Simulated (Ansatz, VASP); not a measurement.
**One calculation of Lu, two programs**

```
Lu
1.0
     1.56019    0.90077    7.60508
    -1.56019    0.90077    7.60508
     0.00000   -1.80155    7.60508
Lu
3
Direct
  0.00000 0.00000 0.00000
  0.77831 0.77831 0.77831
  0.22169 0.22169 0.22169
```

Change from the starting cell: volume scaled by 0.72, no spin polarisation, PAW files.

Alike in both runs: task single point; functional PBE; k mesh 10 × 10 × 10; occupations fermi-dirac, width 0.05 eV; no spin polarisation.

```csv
,VASP,Ansatz
version,VASP 6.6.1,Ansatz 0.2.0
potentials or method,"VASP PAW PBE potentials, release 64 (Lu)","PAW with Ansatz's default frozen-core files, scalar-relativistic"
plane-wave cutoff (eV),520,420
valence electrons in the cell,75,75
```

Ansatz gave:

| Property | Result |
| --- | --- |
| pressure (GPa) | 22.3 |
| traceless stress, the component that is largest in VASP (GPa) | -1.65 |
| rms of the force components (eV/Å) | 0.087 |

Which values does VASP return?

Pressure (GPa): 23.8; traceless stress, the component that is largest in VASP (GPa): -1.65; rms of the force components (eV/Å): 0.088.

Atom by atom the forces differ by 0.001 eV/Å (rms over components).

Neither program's run includes spin-orbit coupling.
